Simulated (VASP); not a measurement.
# Rh (I4/mmm) in VASP: further runs

Rh is run at these levels: LDA; tasks: single point.

Everything below comes from runs of VASP 6.6.1. Logs are shortened: lines on timing, memory, paths and dates and some standing lists are left out, and cuts for length are marked.

## Step 1: The cell of the first run

The structure is tetragonal, space group I4/mmm (No. 139). The conventional cell has a = 2.689 Å, b = 2.689 Å, c = 3.898 Å, α = 90.00°, β = 90.00°, γ = 90.00°. Rh (site symmetry 4/mmm) has 12 Rh at 2.69 to 2.72 Å within 3.5 Å.

## Step 2: Single point, LDA (strain +0.000 along x and y, +0.025 along z)

Input file INCAR:

```
SYSTEM = Rh
PREC = Accurate ; ENCUT = 520
EDIFF = 1E-6 ; ISMEAR = 0
SIGMA = 0.15 ; LREAL = .False.
LASPH = .True. ; NELM = 80
ALGO = Fast ; ISIF = 2
LWAVE = .False. ; LCHARG = .False.
NBANDS = 14
```

Input file KPOINTS:

```
Automatic mesh
0
Gamma
  22 22 22
  0 0 0
```

Input file POSCAR:

```
Rh
1.0
    0.0000000000      1.9015500000      1.9490887500
    1.9015500000      0.0000000000      1.9490887500
    1.9015500000      1.9015500000      0.0000000000
Rh
1
Direct
    0.0000000000      0.0000000000      0.0000000000
```

Potentials or basis: VASP PAW LDA potentials, release 64 (Rh_pv).

Launch:

```console
$ cat potpaw_LDA.64/Rh_pv/POTCAR > POTCAR
$ mpirun -np 1 vasp_std > vasp.out
```

OUTCAR:

```text
SYSTEM = Rh
   PREC = Accurate
   ENCUT = 520
   EDIFF = 1E-6
   ISMEAR = 0
   LREAL = .False.
   LASPH = .True.
   NELM = 80
   ISIF = 2

 ion  position               nearest neighbor table
   1  0.000  0.000  0.000-

  LATTYP: Found a body centered tetragonal cell.
 ALAT       =     2.6891977995
 C/A-ratio  =     1.4495689014

  Lattice vectors:

 A1 = (  -1.9015500000,   0.0000000000,   1.9490887500)
 A2 = (   1.9015500000,   0.0000000000,   1.9490887500)
 A3 = (   0.0000000000,   1.9015500000,  -1.9490887500)

Analysis of symmetry for initial positions (statically):
=====================================================================
 Subroutine PRICEL returns:
 Original cell was already a primitive cell.

 Routine SETGRP: Setting up the symmetry group for a
 body centered tetragonal supercell.

 Subroutine GETGRP returns: Found 16 space group operations
 (whereof 16 operations were pure point group operations)
 out of a pool of 16 trial point group operations.

The static configuration has the point symmetry D_4h.

Analysis of symmetry for dynamics (positions and initial velocities):
=====================================================================
 Subroutine PRICEL returns:
 Original cell was already a primitive cell.

 Routine SETGRP: Setting up the symmetry group for a
 body centered tetragonal supercell.

 Subroutine GETGRP returns: Found 16 space group operations
 (whereof 16 operations were pure point group operations)
 out of a pool of 16 trial point group operations.

The dynamic configuration has the point symmetry D_4h.

 Subroutine INISYM returns: Found 16 space group operations
 (whereof 16 operations are pure point group operations),
 and found     1 'primitive' translations

----------------------------------------------------------------------------------------

                                     Primitive cell

  volume of cell :      14.0954

  direct lattice vectors                    reciprocal lattice vectors
     0.000000000  1.901550000  1.949088750    -0.262943388  0.262943388  0.256530135
     1.901550000  0.000000000  1.949088750     0.262943388 -0.262943388  0.256530135
     1.901550000  1.901550000  0.000000000     0.262943388  0.262943388 -0.256530135

  length of vectors
     2.723020264  2.723020264  2.689197800     0.451758963  0.451758963  0.451758963

  position of ions in fractional coordinates (direct lattice)
     0.000000000  0.000000000  0.000000000

  ion indices of the primitive-cell ions
   primitive index   ion index
                 1           1

----------------------------------------------------------------------------------------

 KPOINTS: Automatic mesh

Automatic generation of k-mesh.
 Grid dimensions read from file:
 generate k-points for:   22   22   22

 Generating k-lattice:

  Cartesian coordinates                     Fractional coordinates (reciprocal lattice)
    -0.011951972  0.011951972  0.011660461     0.045454545  0.000000000  0.000000000
     0.011951972 -0.011951972  0.011660461     0.000000000  0.045454545  0.000000000
     0.011951972  0.011951972 -0.011660461     0.000000000  0.000000000  0.045454545

  Length of vectors
     0.020534498  0.020534498  0.020534498

  Shift w.r.t. Gamma in fractional coordinates (k-lattice)
     0.000000000  0.000000000  0.000000000

 Subroutine IBZKPT returns following result:
 ===========================================

 Found    834 irreducible k-points:

 Following reciprocal coordinates:
            Coordinates               Weight
  0.000000  0.000000  0.000000      1.000000
  0.045455  0.000000  0.000000      8.000000
  0.090909  0.000000  0.000000      8.000000
  0.136364  0.000000  0.000000      8.000000
  0.181818  0.000000  0.000000      8.000000
  0.227273  0.000000  0.000000      8.000000
[... 16 lines left out ...]
  0.500000  0.045455  0.000000      8.000000
 -0.454545  0.045455  0.000000      8.000000
 [... further k-points ...]
   k-points           NKPTS =    834   k-points in BZ     NKDIM =    834   number of bands    NBANDS=     14
   number of dos      NEDOS =    301   number of ions     NIONS =      1
   total plane-waves  NPLWV =   8000
   dimension x,y,z NGX =    20 NGY =   20 NGZ =   20
   dimension x,y,z NGXF=    40 NGYF=   40 NGZF=   40
   ions per type =               1
   NGX,Y,Z   is equivalent  to a cutoff of  12.21, 12.21, 12.36 a.u.
   NGXF,Y,Z  is equivalent  to a cutoff of  24.42, 24.42, 24.73 a.u.
 SYSTEM =  Rh
   PREC   = accura    normal or accurate (medium, high low for compatibility)
   ISTART =      0    job   : 0-new  1-cont  2-samecut
   ICHARG =      2    charge: 1-file 2-atom 10-const
   ISPIN  =      1    spin polarized calculation?
   LNONCOLLINEAR =      F non collinear calculations
   LSORBIT =      F    spin-orbit coupling
   LASPH  =      T    aspherical Exc in radial PAW
   ENCUT  =  520.0 eV  38.22 Ry    6.18 a.u.   5.06  5.06  5.00*2*pi/ulx,y,z
   NELM   =     80;   NELMIN=  2; NELMDL= -5     # of ELM steps
   EDIFF  = 0.1E-05   stopping-criterion for ELM
   LREAL  =      F    real-space projection
   EDIFFG = 0.1E-04   stopping-criterion for IOM
   NSW    =      0    number of steps for IOM
   IBRION =     -1    ionic relax: 0-MD 1-quasi-New 2-CG
   NFREE  =      0    steps in history (QN), initial steepest desc. (CG)
   ISIF   =      2    stress and relaxation
   ISYM   =      2    0-nonsym 1-usesym 2-fastsym
   POTIM  = 0.5000    time-step for ionic-motion
   TEBEG  =    0.0;   TEEND  =   0.0 temperature during run
   PSTRESS=    0.0 pullay stress
   NELECT =      15.0000    total number of electrons
   NUPDOWN=      -1.0000    fix difference up-down
   EMIN   =  10.00;   EMAX   =-10.00  energy-range for DOS
   EFERMI =   0.00;   METHOD = LEGACY
   ISMEAR =     0;   SIGMA  =   0.15  broadening in eV -4-tet -1-fermi 0-gaus
   EFERMI_NEDOS =   21; number of points for ismear=-14 and -15
   IALGO  =     68    algorithm
   IMIX   =      4    mixing-type and parameters
     AMIX     =   0.40;   BMIX     =  1.00
     AMIX_MAG =   1.60;   BMIX_MAG =  1.00
  volume/ion in A,a.u.               =      14.10        95.12
  Fermi-wavevector in a.u.,A,eV,Ry     =   1.671397  3.158482 38.008787  2.793567
  Thomas-Fermi vector in A             =   2.756726
   LORBIT       =      0    0 simple, 1 ext, 2 COOP (PROOUT), +10 PAW based schemes
   GGA     = CA    functional components
   LHFCALC =     F    Hartree Fock is set to
   AEXX    =    0.0000 exact exchange contribution
   IVDW    =     0    specifies the selected vdW correction
   LEPSILON=     F    determine dielectric tensor
   LRPA    =     F    only Hartree local field effects (RPA)
 non-spin polarized calculation
 RMM-DIIS sequential band-by-band and
 Gauss-broadening in eV      SIGMA  =   0.15
  energy-cutoff  :      520.00
  volume of cell :       14.10
 maximum number of plane-waves:       388
   NGX = 11   NGY = 11   NGZ =  9

 number of electron      15.0000001 magnetization

 Free energy of the ion-electron system (eV)
  ---------------------------------------------------
  ext. energy  EPLUGINS =         0.00000000
  ---------------------------------------------------
  free energy    TOTEN  =        -8.64208930 eV

  energy without entropy =       -8.62649777  energy(sigma->0) =       -8.63429354

 E-fermi :  11.2475     XC(G=0): -14.1939

 val. band max:       11.2466081217   @ k =  -0.2273   0.1364   0.3636
 cond. band min:      11.2478143395   @ k =   0.4545   0.0909   0.3182
 fundamental gap:      0.0012062178
 Fermi energy:        11.2475159803

 k-point     1 :       0.0000    0.0000    0.0000
  band No.  band energies     occupation
      1     -34.8797      2.00000
      2     -34.8666      2.00000
      3     -34.8666      2.00000
      4       3.4062      2.00000
      5       8.0858      2.00000
      6       8.3504      2.00000
      7       8.3504      2.00000
      8      10.1402      2.00000
      9      10.4596      2.00000
     10      27.2315      0.00000
     11      31.6662      0.00000
     12      32.0117      0.00000
     13      32.7250      0.00000
     14      32.7250      0.00000

 k-point     2 :       0.0455    0.0000    0.0000
  band No.  band energies     occupation
      1     -34.8884      2.00000
      2     -34.8744      2.00000
      3     -34.8683      2.00000
      4       3.4881      2.00000
      5       8.0943      2.00000
      6       8.3377      2.00000
      7       8.3825      2.00000
      8      10.1250      2.00000
      9      10.4388      2.00000
     10      27.3488      0.00000
     11      31.6642      0.00000
     12      31.8398      0.00000
     13      32.5369      0.00000
     14      32.8433      0.00000

 k-point     3 :       0.0909    0.0000    0.0000
  band No.  band energies     occupation
      1     -34.9275      2.00000
      2     -34.8834      2.00000
      3     -34.8732      2.00000
      4       3.7273      2.00000
      5       8.0734      2.00000
      6       8.3490      2.00000
      7       8.4714      2.00000
      8      10.0902      2.00000
      9      10.3853      2.00000
     10      27.6745      0.00000
     11      30.8981      0.00000
     12      31.6678      0.00000
     13      32.7328      0.00000
     14      33.1898      0.00000
[... 324 lines left out ...]
 k-point    23 :       0.5000    0.0455    0.0000
  band No.  band energies     occupation
      1     -35.5491      2.00000
      2     -34.9911      2.00000
      3     -34.9525      2.00000
      4       5.3488      2.00000
      5       8.0166      2.00000
      6       8.3902      2.00000
      7      11.0659      1.91323
      8      11.7473      0.00000
      9      12.7653      0.00000
     10      19.6229      0.00000
     11      26.8069      0.00000
     12      31.6632      0.00000
     13      31.7868      0.00000
     14      32.2604      0.00000

 k-point    24 :      -0.4545    0.0455    0.0000
  band No.  band energies     occupation
      1     -35.5457      2.00000
      2     -34.9927      2.00000
      3     -34.9494      2.00000
      4       5.3550      2.00000
      5       8.0349      2.00000
      6       8.3880      2.00000
      7      11.0331      1.95680
      8      11.6591      0.00010
      9      12.7439      0.00000
     10      19.7490      0.00000
     11      26.8310      0.00000
     12      31.6367      0.00000
     13      31.6820      0.00000
     14      32.5195      0.00000

 [... further k-points ...]
[... 5 lines left out ...]
  --------------------------------------------------------------------------------------
  -------------------------------------------------------------------------------------
  Total       -1.2590285     -1.2590285     -1.7606115      0.0000000      0.0000000      0.0000000
  in kB     -143.1096852   -143.1096852   -200.1230048      0.0000000      0.0000000      0.0000000
  external PRESSURE =    -162.1141250 kB  Pullay stress =       0.0000000 kB

 VOLUME and BASIS-vectors are now :
 -----------------------------------------------------------------------------
  energy-cutoff  :      520.00
  volume of cell :       14.10
      direct lattice vectors                 reciprocal lattice vectors
     0.000000000  1.901550000  1.949088750    -0.262943388  0.262943388  0.256530135
     1.901550000  0.000000000  1.949088750     0.262943388 -0.262943388  0.256530135
     1.901550000  1.901550000  0.000000000     0.262943388  0.262943388 -0.256530135

 POSITION                                       TOTAL-FORCE (eV/Angst)
 -----------------------------------------------------------------------------------
      0.00000      0.00000      0.00000         0.000000     -0.000000     -0.000000
 -----------------------------------------------------------------------------------
    total drift:                                0.000000      0.000000      0.000000

  FREE ENERGIE OF THE ION-ELECTRON SYSTEM (eV)
  ---------------------------------------------------
  free  energy   TOTEN  =        -8.6420893037 eV

  energy  without entropy=       -8.6264977743  energy(sigma->0) =       -8.63429354
```

Wall time 2.1 min (1 thread of Intel Xeon Platinum 8259CL at 2.50GHz (Skylake/Cascade Lake), shared host); peak memory 0.24 GiB.

Results:

```
Free energy : -8.6421 eV
Pressure    : -16.2 GPa
```

Levels at points of the mesh, in eV from the Fermi level:
| k point | band 3 | band 4 | band 5 | band 6 | band 7 | band 8 | band 9 | band 10 | band 11 | band 12 |
| --- | --- | --- | --- | --- | --- | --- | --- | --- | --- | --- |
| (0.00, 0.00, 0.00) | -46.11 | -7.84 | -3.16 | -2.90 | -2.90 | -1.11 | -0.79 | 15.98 | 20.42 | 20.76 |
| (0.50, 0.00, 0.00) | -46.20 | -5.96 | -3.18 | -2.91 | 0.49 | 0.62 | 0.73 | 8.34 | 15.46 | 20.42 |
| (0.50, 0.50, 0.00) | -46.35 | -6.10 | -5.75 | 0.56 | 0.94 | 0.94 | 2.84 | 11.47 | 13.37 | 13.37 |
| (0.50, 0.00, 0.50) | -46.37 | -6.11 | -5.76 | 0.53 | 0.84 | 1.07 | 3.35 | 12.16 | 12.80 | 13.04 |

Caveat: the cell differs from its parent crystal (strain +0.000 along x and y, +0.025 along z).

(Part 1 of 3 ends here.)
